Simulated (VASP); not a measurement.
# Ti4B in VASP: single point with r2SCAN

Aim: the single point of Ti4B with r2SCAN.

Program: VASP 6.6.1. These are calculated values, not measurements. Logs are shortened: lines on timing, memory, paths and dates and some standing lists are left out, and cuts for length are marked.

## (1) The cell of the first run

The cell holds a slab with vacuum, 5 atoms: a = 2.936 Å, b = 2.936 Å, c = 25.954 Å, α = 90.00°, β = 90.00°, γ = 120.00°.

## (2) Single point, r2SCAN

Contents of POSCAR:

```
Ti4B
1.0
    2.9357969418      0.0000000000      0.0000000000
   -1.4678984709      2.5424747320      0.0000000000
    0.0000000000      0.0000000000     25.9542893634
Ti B
4 1
Direct
    0.6666666666      0.3333333333      0.3274988531
    0.3333333334      0.6666666667      0.4168134331
    0.6666666666      0.3333333333      0.5098111311
    0.3333333334      0.6666666667      0.5928273767
    0.5833333334      1.1666666667      0.6548150113
```

Contents of INCAR.step1:

```
PREC = Accurate ; ENCUT = 520
ISMEAR = 0 ; SIGMA = 0.1
LREAL = F ; LASPH = T
NELM = 60 ; LDIPOL = T
IDIPOL = 3 ; DIPOL = 0.5 0.5 0.500
NBANDS = 34 ; GGA = PE
ALGO = Normal ; EDIFF = 1E-4
LWAVE = T ; LCHARG = F
```

Contents of INCAR.step2:

```
PREC = Accurate ; ENCUT = 520
EDIFF = 1E-7 ; ISMEAR = 0
SIGMA = 0.1 ; LREAL = F
LASPH = T ; NELM = 60
ALGO = Normal ; ISIF = 2
LWAVE = F ; LCHARG = F
LDIPOL = T ; IDIPOL = 3
DIPOL = 0.5 0.5 0.500 ; METAGGA = R2SCAN
LMIXTAU = T ; NBANDS = 34
ISTART = 1
```

Contents of KPOINTS:

```
regular mesh
0
Gamma
  12 12 1
```

Potentials or basis: VASP PAW PBE potentials, release 64 (Ti_sv, B).

Started as:

```bash
> cat potpaw_PBE.64/Ti_sv/POTCAR potpaw_PBE.64/B/POTCAR > POTCAR
> cp INCAR.step1 INCAR
> mpirun -np 1 vasp_std > vasp.out
> cp INCAR.step2 INCAR
> mpirun -np 1 vasp_std > vasp.out
```

OUTCAR:

```text
PREC = Accurate
   ENCUT = 520
   EDIFF = 1E-7
   ISMEAR = 0
   LREAL = F
   LASPH = T
   NELM = 60
   ISIF = 2
   METAGGA = R2SCAN
   ISTART = 1

 ion  position               nearest neighbor table
   1  0.667  0.333  0.327-   2 2.87   2 2.87   2 2.87
   2  0.333  0.667  0.417-   1 2.87   1 2.87   1 2.87
   3  0.667  0.333  0.510-   4 2.74   4 2.74   4 2.74
   4  0.333  0.667  0.593-   5 2.05   5 2.52   5 2.52   3 2.74   3 2.74   3 2.74
   5  0.583  0.167  0.655-   4 2.05   4 2.52   4 2.52

  LATTYP: Found a hexagonal cell.
 ALAT       =     2.9357969418
 C/A-ratio  =     8.8406282444

  Lattice vectors:

 A1 = (   2.9357969418,   0.0000000000,   0.0000000000)
 A2 = (  -1.4678984709,   2.5424747320,   0.0000000000)
 A3 = (   0.0000000000,   0.0000000000,  25.9542893634)

Analysis of symmetry for initial positions (statically):
=====================================================================
 Subroutine PRICEL returns:
 Original cell was already a primitive cell.

 Routine SETGRP: Setting up the symmetry group for a
 hexagonal supercell.

 Subroutine GETGRP returns: Found  2 space group operations
 (whereof  2 operations were pure point group operations)
 out of a pool of 24 trial point group operations.

The static configuration has the point symmetry C_1h.

Analysis of symmetry for dynamics (positions and initial velocities):
=====================================================================
 Subroutine PRICEL returns:
 Original cell was already a primitive cell.

 Routine SETGRP: Setting up the symmetry group for a
 hexagonal supercell.

 Subroutine GETGRP returns: Found  2 space group operations
 (whereof  2 operations were pure point group operations)
 out of a pool of 24 trial point group operations.

The dynamic configuration has the point symmetry C_1h.

 Subroutine INISYM returns: Found  2 space group operations
 (whereof  2 operations are pure point group operations),
 and found     1 'primitive' translations

----------------------------------------------------------------------------------------

                                     Primitive cell

  volume of cell :     193.7277

  direct lattice vectors                    reciprocal lattice vectors
     2.935796942  0.000000000  0.000000000     0.340623013  0.196658788  0.000000000
    -1.467898471  2.542474732  0.000000000     0.000000000  0.393317577  0.000000000
     0.000000000  0.000000000 25.954289363     0.000000000  0.000000000  0.038529277

  length of vectors
     2.935796942  2.935796942 25.954289363     0.393317577  0.393317577  0.038529277

  position of ions in fractional coordinates (direct lattice)
     0.666666667  0.333333333  0.327498853
     0.333333333  0.666666667  0.416813433
     0.666666667  0.333333333  0.509811131
     0.333333333  0.666666667  0.592827377
     0.583333333  0.166666667  0.654815011

  ion indices of the primitive-cell ions
   primitive index   ion index
                 1           1
                 2           2
                 3           3
                 4           4
                 5           5

----------------------------------------------------------------------------------------

 KPOINTS: regular mesh

Automatic generation of k-mesh.
 Grid dimensions read from file:
 generate k-points for:   12   12    1

 Generating k-lattice:

  Cartesian coordinates                     Fractional coordinates (reciprocal lattice)
     0.028385251  0.016388232  0.000000000     0.083333333  0.000000000  0.000000000
     0.000000000  0.032776465  0.000000000     0.000000000  0.083333333  0.000000000
     0.000000000  0.000000000  0.038529277     0.000000000  0.000000000  1.000000000

  Length of vectors
     0.032776465  0.032776465  0.038529277

  Shift w.r.t. Gamma in fractional coordinates (k-lattice)
     0.000000000  0.000000000  0.000000000

 Subroutine IBZKPT returns following result:
 ===========================================

 Found     43 irreducible k-points:

 Following reciprocal coordinates:
            Coordinates               Weight
  0.000000  0.000000  0.000000      1.000000
  0.083333  0.000000  0.000000      4.000000
  0.000000  0.083333  0.000000      2.000000
  0.166667  0.000000  0.000000      4.000000
  0.000000  0.166667  0.000000      2.000000
  0.250000  0.000000  0.000000      4.000000
[... 16 lines left out ...]
 -0.083333  0.416667  0.000000      4.000000
 -0.416667  0.333333  0.000000      4.000000
 [... further k-points ...]
   k-points           NKPTS =     43   k-points in BZ     NKDIM =     43   number of bands    NBANDS=     34
   number of dos      NEDOS =    301   number of ions     NIONS =      5
   total plane-waves  NPLWV = 112896
   dimension x,y,z NGX =    24 NGY =   24 NGZ =  196
   dimension x,y,z NGXF=    48 NGYF=   48 NGZF=  392
   ions per type =               4   1
   NGX,Y,Z   is equivalent  to a cutoff of  13.59, 13.59, 12.55 a.u.
   NGXF,Y,Z  is equivalent  to a cutoff of  27.18, 27.18, 25.11 a.u.
 SYSTEM =  unknown system
   PREC   = accura    normal or accurate (medium, high low for compatibility)
   ISTART =      1    job   : 0-new  1-cont  2-samecut
   ICHARG =      0    charge: 1-file 2-atom 10-const
   ISPIN  =      1    spin polarized calculation?
   LNONCOLLINEAR =      F non collinear calculations
   LSORBIT =      F    spin-orbit coupling
   LASPH  =      T    aspherical Exc in radial PAW
   ENCUT  =  520.0 eV  38.22 Ry    6.18 a.u.   5.46  5.46 48.26*2*pi/ulx,y,z
   NELM   =     60;   NELMIN=  2; NELMDL=  0     # of ELM steps
   EDIFF  = 0.1E-06   stopping-criterion for ELM
   LREAL  =      F    real-space projection
   EDIFFG = 0.1E-05   stopping-criterion for IOM
   NSW    =      0    number of steps for IOM
   IBRION =     -1    ionic relax: 0-MD 1-quasi-New 2-CG
   NFREE  =      0    steps in history (QN), initial steepest desc. (CG)
   ISIF   =      2    stress and relaxation
   ISYM   =      2    0-nonsym 1-usesym 2-fastsym
   POTIM  = 0.5000    time-step for ionic-motion
   TEBEG  =    0.0;   TEEND  =   0.0 temperature during run
   PSTRESS=    0.0 pullay stress
   NELECT =      51.0000    total number of electrons
   NUPDOWN=      -1.0000    fix difference up-down
   EMIN   =  10.00;   EMAX   =-10.00  energy-range for DOS
   EFERMI =   0.00;   METHOD = LEGACY
   ISMEAR =     0;   SIGMA  =   0.10  broadening in eV -4-tet -1-fermi 0-gaus
   EFERMI_NEDOS =   21; number of points for ismear=-14 and -15
   IALGO  =     38    algorithm
   IMIX   =      4    mixing-type and parameters
     AMIX     =   0.40;   BMIX     =  1.00
     AMIX_MAG =   1.60;   BMIX_MAG =  1.00
  volume/ion in A,a.u.               =      38.75       261.47
  Fermi-wavevector in a.u.,A,eV,Ry     =   1.049223  1.982743 14.978218  1.100868
  Thomas-Fermi vector in A             =   2.184176
   LORBIT       =      0    0 simple, 1 ext, 2 COOP (PROOUT), +10 PAW based schemes
   METAGGA = R2SCAN    functional components
   LHFCALC =     F    Hartree Fock is set to
   AEXX    =    0.0000 exact exchange contribution
   IVDW    =     0    specifies the selected vdW correction
   LEPSILON=     F    determine dielectric tensor
   LRPA    =     F    only Hartree local field effects (RPA)
 non-spin polarized calculation
 Gauss-broadening in eV      SIGMA  =   0.10
  energy-cutoff  :      520.00
  volume of cell :      193.73
 maximum number of plane-waves:      5301
 NGX is ok and might be reduce to    24
   NGX = 11   NGY = 11   NGZ = 97

 dipolmoment           0.000000      0.000000     -0.109691 electrons x Angstroem

 number of electron      50.9999995 magnetization

 dipolmoment           0.000000      0.000000      0.021130 electrons x Angstroem

 Free energy of the ion-electron system (eV)
  ---------------------------------------------------
  ext. energy  EPLUGINS =         0.00000000
  ---------------------------------------------------
  free energy    TOTEN  =       -55.08598250 eV

  energy without entropy =      -55.05307574  energy(sigma->0) =      -55.06952912

 E-fermi :   0.3771     XC(G=0):  -5.6615

 val. band max:        0.3724423489   @ k =   0.3333   0.2500   0.0000
 cond. band min:       0.3772380141   @ k =   0.3333   0.0000   0.0000
 fundamental gap:      0.0047956652
 Fermi energy:         0.3770829618

 k-point     1 :       0.0000    0.0000    0.0000
  band No.  band energies     occupation
      1     -58.9807      2.00000
      2     -58.7961      2.00000
      3     -58.7201      2.00000
      4     -58.4634      2.00000
      5     -34.3883      2.00000
      6     -34.2054      2.00000
[... 26 lines left out ...]
     33       1.5647      0.00000
     34       1.6245      0.00000

 k-point     2 :       0.0833    0.0000    0.0000
  band No.  band energies     occupation
      1     -58.9752      2.00000
      2     -58.7909      2.00000
      3     -58.7148      2.00000
      4     -58.4591      2.00000
      5     -34.3778      2.00000
      6     -34.1987      2.00000
[... 26 lines left out ...]
     33       1.6622      0.00000
     34       1.7101      0.00000

 k-point     3 :       0.0000    0.0833    0.0000
  band No.  band energies     occupation
      1     -58.9752      2.00000
      2     -58.7909      2.00000
      3     -58.7148      2.00000
      4     -58.4590      2.00000
      5     -34.3778      2.00000
      6     -34.1986      2.00000
[... 26 lines left out ...]
     33       1.6536      0.00000
     34       1.6645      0.00000
[... 704 lines left out ...]
 k-point    23 :      -0.0833    0.4167    0.0000
  band No.  band energies     occupation
      1     -58.9091      2.00000
      2     -58.7278      2.00000
      3     -58.6495      2.00000
      4     -58.4065      2.00000
      5     -34.3181      2.00000
      6     -34.2805      2.00000
[... 26 lines left out ...]
     33       2.5012      0.00000
     34       2.8157      0.00000

 k-point    24 :      -0.4167    0.3333    0.0000
  band No.  band energies     occupation
      1     -58.9091      2.00000
      2     -58.7278      2.00000
      3     -58.6496      2.00000
      4     -58.4072      2.00000
      5     -34.3189      2.00000
      6     -34.2798      2.00000
[... 26 lines left out ...]
     33       2.6862      0.00000
     34       2.8268      0.00000

 [... further k-points ...]

------------------------ aborting loop because EDIFF is reached ----------------------------------------

 vacuum level on the upper side and lower side of the slab       (xc-potential included)         0.247        -0.254

  FORCE on cell =-STRESS in cart. coord.  units (eV):
  Direction    XX          YY          ZZ          XY          YZ          ZX
  --------------------------------------------------------------------------------------
  -------------------------------------------------------------------------------------
  Total       -2.2572299     -1.1412665      0.2943571      0.0000000      1.7578360      0.0000000
  in kB      -18.6678617     -9.4385626      2.4344075      0.0000000     14.5377483      0.0000000
  external PRESSURE =      -8.5573389 kB  Pullay stress =       0.0000000 kB

 VOLUME and BASIS-vectors are now :
 -----------------------------------------------------------------------------
  energy-cutoff  :      520.00
  volume of cell :      193.73
      direct lattice vectors                 reciprocal lattice vectors
     2.935796942  0.000000000  0.000000000     0.340623013  0.196658788  0.000000000
    -1.467898471  2.542474732  0.000000000     0.000000000  0.393317577  0.000000000
     0.000000000  0.000000000 25.954289363     0.000000000  0.000000000  0.038529277

 POSITION                                       TOTAL-FORCE (eV/Angst)
 -----------------------------------------------------------------------------------
      1.46790      0.84749      8.50000         0.000000      0.002113      0.606913
      0.00000      1.69498     10.81810         0.000000     -0.009626     -0.518053
      1.46790      0.84749     13.23179         0.000000      0.095683     -0.978262
      0.00000      1.69498     15.38641         0.000000     -1.290520      0.868144
      1.46790      0.42375     16.99526        -0.000000      1.202350      0.021258
 -----------------------------------------------------------------------------------
    total drift:                               -0.000001     -0.000057      0.000864

  FREE ENERGIE OF THE ION-ELECTRON SYSTEM (eV)
  ---------------------------------------------------
  free  energy   TOTEN  =       -55.0859825025 eV

  energy  without entropy=      -55.0530757414  energy(sigma->0) =      -55.06952912

 vacuum level on the upper side and lower side of the slab         5.500         4.987
```

Run time: 76 min. Hardware: 1 thread of Oxide Virtual Turin-like, shared host; peak memory 0.47 GiB.

What came out:

```
Free energy            : -55.0860 eV
Largest force          : 1.555 eV/Å
Band gap on the k mesh : zero (an odd number of electrons rules out a gap without spin polarisation)
```

Forces on the atoms (eV/Å):
```
Ti   0.000  0.002  0.607
Ti   0.000 -0.010 -0.518
Ti   0.000  0.096 -0.978
Ti   0.000 -1.291  0.868
B    0.000  1.202  0.021
```

Caveat: the PAW data sets were made with another functional, which shifts forces and pressure a little.
